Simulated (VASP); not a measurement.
# CdHg3Se4: relaxation of cell and atoms with PBE

CdHg3Se4:

```xyz
8
Lattice="6.2596 0.0000 0.0000 0.0000 6.2596 0.0000 0.0000 0.0000 6.2596" Properties=species:S:1:pos:R:3 pbc="T T T"
Cd    0.0000    0.0000    0.0000
Hg    3.1298    0.0000    3.1298
Hg    3.1298    3.1298    0.0000
Hg    0.0000    3.1298    3.1298
Se    4.7045    1.5551    1.5551
Se    4.7045    4.7045    4.7045
Se    1.5551    1.5551    4.7045
Se    1.5551    4.7045    1.5551
```

```
Program                : VASP 6.6.1
Task                   : relaxation of cell and atoms
Functional             : PBE
Potentials or basis    : VASP PAW PBE potentials, release 64 (Cd, Hg, Se)
Cutoff                 : 600 eV
k mesh                 : 6 × 6 × 6
Occupations            : gaussian, width 0.1 eV
Spin                   : no spin polarisation
Dipole correction      : no
Further INCAR settings : ALGO = Normal; EDIFF = 1e-07; IBRION = 2; EDIFFG = -0.01; NSW = 100; ISIF = 3
```

```yaml
Relaxed_volume: 30.57 Å³/atom
Relaxed_cell: a = 6.254 Å, b = 6.254 Å, c = 6.254 Å, α = 90.00°, β = 90.00°, γ = 90.00°
Space_group_after_relaxing_to_0.1_Å: P-43m (No. 215)
Energy_gained_by_relaxing: 0.0 meV/atom
Ionic_steps: 2
Pressure_after_relaxing: 0.0 GPa
Largest_force_after_relaxing: 0.005 eV/Å
Band_gap_on_the_k_mesh: zero (filled and empty bands touch)
```

Forces in eV/Å, atoms in the order of the input:
```
Cd   0.000  0.000  0.000
Hg   0.000  0.000  0.000
Hg   0.000  0.000  0.000
Hg   0.000  0.000  0.000
Se  -0.003  0.003  0.003
Se  -0.003 -0.003 -0.003
Se   0.003  0.003 -0.003
Se   0.003 -0.003  0.003
```

Step by step:
| step | energy change (eV) | largest force (eV/Å) | pressure (GPa) | volume (Å³) |
| --- | --- | --- | --- | --- |
| 1 | 0.0000 | 0.0072 | -0.10 | 245.27 |
| 2 | -0.0002 | 0.0047 | 0.02 | 244.58 |

Final structure:
```xyz
8
Lattice="6.2537 0.0000 0.0000 0.0000 6.2537 0.0000 0.0000 0.0000 6.2537" Properties=species:S:1:pos:R:3 pbc="T T T"
Cd    0.0000    6.2537    6.2537
Hg    3.1269    6.2537    3.1269
Hg    3.1269    3.1269    6.2537
Hg    0.0000    3.1269    3.1269
Se    4.6999    1.5539    1.5539
Se    4.6999    4.6999    4.6999
Se    1.5539    1.5539    4.6999
Se    1.5539    4.6999    1.5539
```

Levels at points of the mesh, in eV from the Fermi level:
```tsv
k point	band 34	band 35	band 36	band 37	band 38	band 39
(0.00, 0.00, 0.00)	-0.71	-0.06	-0.06	-0.06	2.60	2.60
(0.50, 0.00, 0.00)	-1.15	-1.00	-1.00	2.15	2.30	3.40
(0.50, 0.50, 0.00)	-0.90	-0.85	-0.72	2.34	2.39	2.39
(0.50, 0.50, 0.50)	-0.76	-0.76	-0.76	1.12	1.12	1.12
```

Run time: 3.7 min on 1 thread of Intel(R) Xeon(R) 6975P-C (Granite Rapids), with other jobs on the host, peak memory 0.51 GiB.

Caveat: semilocal functionals underestimate gaps, and a narrow one can read as zero; spin-orbit coupling is left out, which moves the levels of the heavy elements.
